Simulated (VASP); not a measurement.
Runs of VASP 6.6.1 on GaN. Symmetry: P6_3mc, No. 186, hexagonal system. The conventional cell has a = 3.180 Å, b = 3.180 Å, c = 5.166 Å, α = 90.00°, β = 90.00°, γ = 120.00°. Within 2.6 Å of Ga (site symmetry 3m) lie 4 N at 1.94 to 1.95 Å. N (site symmetry 3m) has 4 Ga at 1.94 to 1.95 Å within 2.6 Å. 

```csv
k mesh,gap on the mesh (eV),pressure (GPa),largest force (eV/Å)
6 × 6 × 4,1.97,7.2,0.13
12 × 12 × 6,1.97,7.2,0.13
3 × 3 × 2,(a),7.4,0.12
6 × 6 × 2,1.97,7.1,0.13
12 × 12 × 4,1.97,7.2,0.13
```

Alike in all rows: task single point; level PBE; potentials or basis VASP PAW PBE potentials, release 64 (Ga_d, N); no spin polarisation; cell as given; cutoff (eV) 600; smearing gaussian 0.01 eV.

Question: Fill in the values left out.

Answer: (a) 1.94.

Caveats: some runs use coarse meshes; the cell stands under pressure (at least some runs).

A k mesh can miss the band edges, and the runs leave out spin-orbit coupling on Ga.
